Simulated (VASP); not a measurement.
# AlFe: relaxation of cell and atoms with PBE

The system is AlFe.

```xyz
2
Lattice="2.9100 0.0000 0.0000 0.0000 2.9100 0.0000 0.0000 0.0000 2.9100" Properties=species:S:1:pos:R:3 pbc="T T T"
Al    0.0000    0.0000    0.0000
Fe    1.4550    1.4550    1.4550
```

```yaml
Program: VASP 6.6.1
Task: relaxation of cell and atoms
Functional: PBE
Potentials_or_basis: VASP PAW PBE potentials, release 64 (Al, Fe)
Cutoff: 600 eV
k_mesh: 14 × 14 × 14
Occupations: gaussian, width 0.1 eV
Spin: collinear spin, ferromagnetic start
Starting_moments: "[0.0, 0.85] μB"
Dipole_correction: no
Further_INCAR_settings: ALGO = Normal; EDIFF = 1e-06; IBRION = 2; EDIFFG = -0.005; NSW = 100; ISIF = 3
```

```json
{
  "Relaxed volume": "11.87 Å³/atom",
  "Relaxed cell": "a = 2.874 Å, b = 2.874 Å, c = 2.874 Å, α = 90.00°, β = 90.00°, γ = 90.00°",
  "Space group after relaxing (to 0.05 Å)": "Pm-3m (No. 221)",
  "Energy gained by relaxing": "8.9 meV/atom",
  "Ionic steps": "3",
  "Pressure after relaxing": "0.0 GPa",
  "Net moment": "0.67 μB per cell",
  "Site moments": "Al -0.02; Fe +0.71 μB",
  "Valence electrons inside the program's atomic spheres": "Al 0.84; Fe 7.42"
}
```

Step by step:
| step | energy change (eV) | largest force (eV/Å) | pressure (GPa) | volume (Å³) |
| --- | --- | --- | --- | --- |
| 1 | 0.0000 | 0.0000 | -6.02 | 24.64 |
| 2 | -0.0057 | 0.0000 | 5.72 | 23.03 |
| 3 | -0.0179 | 0.0000 | 0.01 | 23.73 |

Final structure:
```cif
data_structure
_symmetry_space_group_name_H-M 'P 1'
_symmetry_Int_Tables_number 1
_cell_length_a 2.8738
_cell_length_b 2.8738
_cell_length_c 2.8738
_cell_angle_alpha 90.000
_cell_angle_beta 90.000
_cell_angle_gamma 90.000
_cell_volume 23.73
loop_
_atom_site_label
_atom_site_type_symbol
_atom_site_fract_x
_atom_site_fract_y
_atom_site_fract_z
_atom_site_occupancy
Al1 Al 0.00000 0.00000 0.00000 1
Fe1 Fe 0.50000 0.50000 0.50000 1
```

Levels at points of the mesh, in eV from the Fermi level:
Spin up:
```csv
k point,band 2,band 3,band 4,band 5,band 6,band 7,band 8,band 9
"(0.00, 0.00, 0.00)",-2.50,-2.50,-0.37,-0.37,-0.37,6.36,6.36,6.36
"(0.50, 0.00, 0.00)",-6.03,-1.87,-1.32,-1.32,-0.25,0.91,8.72,11.06
"(0.50, 0.50, 0.00)",-2.53,-2.12,-2.12,-1.09,-1.09,0.46,3.25,4.04
"(0.50, 0.50, 0.50)",-3.62,-3.62,0.50,0.50,2.97,2.97,2.97,4.28
```
Spin down:
```csv
k point,band 3,band 4,band 5,band 6,band 7,band 8
"(0.00, 0.00, 0.00)",-2.16,0.43,0.43,0.43,6.39,6.39
"(0.50, 0.00, 0.00)",-1.47,-0.62,-0.62,0.57,1.38,8.61
"(0.50, 0.50, 0.00)",-2.12,-2.12,-0.35,-0.35,0.97,3.58
"(0.50, 0.50, 0.50)",-3.22,1.02,1.02,3.03,3.03,3.03
```

Wall time 2.2 min on 1 thread of AMD EPYC 7R43 64-Core Processor (Zen 3), on a shared host, peak memory 0.16 GiB.
